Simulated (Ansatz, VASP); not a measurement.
# C in VASP and in Ansatz

```xyz
4
Lattice="1.2295 -2.1291 0.0000 1.2295 2.1291 0.0000 0.0000 0.0000 7.3778" Properties=species:S:1:pos:R:3 pbc="T T T"
C     1.2295    1.4335    5.5322
C     1.2295   -0.0140    1.8456
C     1.2295   -1.4335    1.8456
C     1.2295    0.0140    5.5322
```

Alike in both runs: functional PBEsol; k mesh 18 × 18 × 6; occupations gaussian, width 0.15 eV; no spin polarisation.

Ansatz relaxed the structure, and its values are those at the end. VASP's run is a single point on that final structure, the one shown.

```csv
,VASP,Ansatz
version,VASP 6.6.1,Ansatz 0.2.0
potentials or method,"VASP PAW PBE potentials, release 64 (C), cutoff 600 eV","scalar-relativistic, plane waves, PAW"
valence electrons in the cell,16,16
```

Ansatz gave:

| Quantity | Value |
| --- | --- |
| gap on the k mesh at the Fermi level (eV) | none |
| least direct gap on the mesh (eV) | 0.01 |
| pressure (GPa) | 0.0 |

Q: What did VASP give for the same quantities?

A: gap on the k mesh at the Fermi level (eV): none; least direct gap on the mesh (eV): 0.01; pressure (GPa): 0.3.

VASP's potentials were made for PBE, not for PBEsol, and Ansatz warns of the same on its side. A gap of «none» marks a metal or a gap that the smearing closes. Ansatz's warnings: stress scf threshold loose.

A gap of «none» marks a metal or a gap under the smearing width.
